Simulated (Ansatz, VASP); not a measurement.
## BN in VASP and in Ansatz

INCAR

```
PREC = Accurate
ENCUT = 520
EDIFF = 1E-7
ISMEAR = 0
SIGMA = 0.02
LREAL = False
LASPH = True
NELM = 60
ALGO = Normal
ISIF = 2
LWAVE = False
LCHARG = False
LDIPOL = True
IDIPOL = 3
DIPOL = 0.5 0.5 0.500
GGA = PE
IVDW = 12
NBANDS = 11
```

KPOINTS

```
regular mesh
0
Gamma
  12 12 1
```

Contents of POSCAR:

```
BN
1.0
    2.5450000000      0.0000000000      0.0000000000
   -1.2725000000      2.2040346526      0.0000000000
    0.0000000000      0.0000000000     26.0000000000
B N
1 1
Direct
    0.0000000000      0.0000000000      0.5109807692
    0.6666666667      0.3333333333      0.4890192308
```

Input for Ansatz:

```yaml
crystal:
  lattice:
    - [2.545, 0.0, 0.0]
    - [-1.2725, 2.2040346526, 0.0]
    - [0.0, 0.0, 26.0]
  atoms:
    - { symbol: B, position: [0.0, 0.0, 0.5109807692] }
    - { symbol: "N", position: [0.6666666667, 0.3333333333, 0.4890192308] }
  periodic: [true, true, false]
basis:
  ecutwfc: 420
kpoints:
  mp_grid: { grid: [12, 12, 1] }
hamiltonian:
  xc: pbe
  dispersion: d3bj
scf:
  occupations: { method: gaussian, width: 0.02 }
output:
  forces: true
  stress: true
  eigenvalues: true
```

Alike in both runs: task single point; functional PBE; dispersion D3(BJ); k mesh 12 × 12 × 1; occupations gaussian, width 0.02 eV; no spin polarisation.

|  | VASP | Ansatz |
| --- | --- | --- |
| version | VASP 6.6.1 | Ansatz 0.2.0 |
| potentials or method | VASP PAW PBE potentials, release 64 (B, N), cutoff 520 eV | scalar-relativistic, plane waves, PAW |
| valence electrons in the cell | 8 | 8 |

Ansatz gave:

```
gap on the k mesh at the Fermi level (eV) : 1.62
least direct gap on the mesh (eV)         : 1.62
rms of the force components (eV/Å)        : 4.710
```

Problem. What did VASP give for the same quantities?

Solution. gap on the k mesh at the Fermi level (eV): 1.63; least direct gap on the mesh (eV): 1.63; rms of the force components (eV/Å): 4.704.

Atom by atom the forces differ by 0.006 eV/Å (rms over components).
